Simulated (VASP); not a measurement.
Set up this calculation in VASP 6.6.1, as the native input.

```yaml
Task: single point
Functional: PBEsol
Potentials_or_basis: VASP PAW PBE potentials, release 64 (Be)
Cutoff: 520 eV
k_mesh: 3 × 3 × 2
Occupations: fermi-dirac, width 0.1 eV
Spin: no spin polarisation
Dipole_correction: no
Further_INCAR_settings: LREAL = Auto; ALGO = Normal; EDIFF = 1e-07; NBANDS = 31
```

The structure of Be (a cell with a defect) lies in POSCAR:

```
Be
1.0
   -2.2900000000     -3.9663960000      0.0000000000
    3.4350000000     -1.9831980000      0.0000000000
    0.0000000000      0.0000000000      7.1768600000
Be
17
Direct
    0.8138660659      0.4458379304     -0.0470261368
    0.5174204418      0.4260823324      0.2250566404
    0.7518957947      0.5570717234      0.5082445526
    0.4882768912      0.3644116684      0.6792942875
    0.5118977973      0.0153845578     -0.0751582168
    0.2465213023      0.9113053223      0.1904454037
    0.4067799885     -0.1338497311      0.6464108259
    0.0325470589      0.6855117219      0.6996653132
    0.2352686159      0.5201354091      0.0037202899
    0.0125441316      0.3533409203      0.2237190080
    0.2285199181      0.5250103675      0.4623331095
    0.1021978776      0.2048422532      0.7747677954
   -0.0468523880     -0.0237822324     -0.0061865495
    0.7923229305      0.8775893772      0.2459710793
    0.0739558409      0.0688089885      0.4667779502
    0.7650148264      1.0169676717      0.7270867761
    0.5957196230      0.0884127909      0.4159339878
```

One way to write it, as run:

INCAR

```
ALGO = Normal
EDIFF = 1E-7
ENCUT = 520
GGA = PS
ISIF = 2
ISMEAR = -1
LASPH = T
LCHARG = F
LREAL = Auto
LWAVE = F
NBANDS = 31
NELM = 80
PREC = Accurate
SIGMA = 0.1
```

KPOINTS

```
k-points
0
Gamma
  3 3 2
```

Potentials or basis: VASP PAW PBE potentials, release 64 (Be).

Command:

```bash
$ cat potpaw_PBE.64/Be/POTCAR > POTCAR
$ mpirun -np 1 vasp_std > vasp.out
```

It gave:

* Pressure: 17.6 GPa
* Largest force: 3.977 eV/Å
* Band gap on the k mesh: zero (bands 17 and 18 overlap by 0.87 eV)

Caveat: the k points lie up to 0.53 Å⁻¹ apart, too coarse for converged energies and pressures of a metal; the atoms stand as in a frame of molecular dynamics; the PAW data sets were made with another functional, which shifts forces and pressure a little.

Wall time 45 s on 1 thread of AMD EPYC 9R45 96-Core Processor (Zen 5), with other jobs on the host, peak memory 0.2 GiB.
